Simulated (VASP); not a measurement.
Input of a VASP 6.6.1 run:

File POSCAR:

```
HCl
1.0
    0.0181785173      2.2689677032      2.2689677032
    2.2689677032      0.0181785173      2.2689677032
    2.2689677032      2.2689677032      0.0181785173
H Cl
1 1
Direct
    0.0000000000      0.0000000000      0.0000000000
    0.5000000000      0.5000000000      0.5000000000
```

Contents of INCAR.step1:

```
SYSTEM = HCl
PREC     = Accurate       ! precision mode
ENCUT    = 520            ! plane-wave cutoff, eV
ISMEAR   = 1              ! smearing method
SIGMA    = 0.001          ! smearing width, eV
LREAL    = .False.        ! projectors in reciprocal space
LASPH    = .True.         ! aspherical terms in the spheres
NELM     = 60             ! most SCF steps
ISYM     = 0            
NBANDS   = 11             ! bands
GGA      = PE             ! functional
ALGO     = Normal         ! electronic algorithm
EDIFF    = 1E-4           ! SCF threshold, eV
LWAVE    = .True.         ! write WAVECAR
LCHARG   = .False.        ! write CHGCAR
```

INCAR.step2

```
SYSTEM = HCl
PREC     = Accurate       ! precision mode
ENCUT    = 520            ! plane-wave cutoff, eV
EDIFF    = 1E-6           ! SCF threshold, eV
ISMEAR   = 1              ! smearing method
SIGMA    = 0.001          ! smearing width, eV
LREAL    = .False.        ! projectors in reciprocal space
LASPH    = .True.         ! aspherical terms in the spheres
NELM     = 60             ! most SCF steps
ALGO     = Normal         ! electronic algorithm
ISIF     = 2              ! what is computed and relaxed
LWAVE    = .False.        ! write WAVECAR
LCHARG   = .False.        ! write CHGCAR
METAGGA  = R2SCAN         ! meta-GGA
LMIXTAU  = .True.       
ISYM     = 0            
NBANDS   = 11             ! bands
ISTART   = 1
```

The input KPOINTS:

```
Automatic mesh
0
Gamma
  6 6 6
  0.5 0.5 0.5
```

Potentials or basis: VASP PAW PBE potentials, release 64 (H, Cl).

Launch:

```bash
$ cat potpaw_PBE.64/H/POTCAR potpaw_PBE.64/Cl/POTCAR > POTCAR
$ cp INCAR.step1 INCAR
$ mpirun -np 1 vasp_std > vasp.out
$ cp INCAR.step2 INCAR
$ mpirun -np 1 vasp_std > vasp.out
```

Problem. Predict the band gap on the k mesh.

Solution. Zero (band 4 reaches 2.45 eV, above the bottom of band 5 at 2.22 eV).

Problem. Estimate the pressure.

Solution. -0.3 GPa.

Caveat: the k points lie up to 0.40 Å⁻¹ apart; the PAW data sets were made with another functional, which shifts forces and pressure a little.
